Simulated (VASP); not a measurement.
Set up this calculation in VASP 6.6.1, as the native input.

| Quantity | Value |
| --- | --- |
| Task | single point |
| Functional | PBE |
| Potentials or basis | VASP PAW PBE potentials, release 64 (Ir_sv_GW, C) |
| Cutoff | 600 eV |
| k mesh | 20 × 20 × 20 |
| Occupations | gaussian, width 0.1 eV |
| Spin | no spin polarisation |
| Dipole correction | no |
| Further INCAR settings | ALGO = Normal; EDIFF = 1e-06; NBANDS = 18 |

The structure of IrC lies in POSCAR:

```
IrC
1.0
    2.7221467971      0.0000000000      0.0000000000
    0.0000000000      2.7221467971      0.0000000000
    0.0000000000      0.0000000000      2.7221467971
Ir C
1 1
Direct
    0.5000000000      0.5000000000      0.5000000000
    0.0000000000      0.0000000000      0.0000000000
```

The cell was built from a structure type or drawn by symmetry, and may not be a known phase.

One way to write it, as run:

INCAR

```
ALGO = Normal ; EDIFF = 1E-6
ENCUT = 600 ; GGA = PE
GGA_COMPAT = F ; ISIF = 2
ISMEAR = 0 ; LASPH = T
LCHARG = F ; LREAL = F
LWAVE = F ; NBANDS = 18
NELM = 120 ; PREC = Accurate
SIGMA = 0.1
```

KPOINTS

```
k-points
0
Gamma
  20 20 20
```

Potentials or basis: VASP PAW PBE potentials, release 64 (Ir_sv_GW, C).

The run is started by

```console
$ cat potpaw_PBE.64/Ir_sv_GW/POTCAR potpaw_PBE.64/C/POTCAR > POTCAR
$ mpirun -np 1 vasp_std > vasp.out
```

Results of the run:

```
Pressure               : -0.8 GPa
Band gap on the k mesh : zero (an odd number of electrons rules out a gap without spin polarisation)
```

Caveat: spin-orbit coupling is left out, which moves the levels of the heavy elements.

Run time: 51 s on 1 thread of AMD EPYC 9R45 96-Core Processor (Zen 5), on a shared host, peak memory 0.22 GiB.
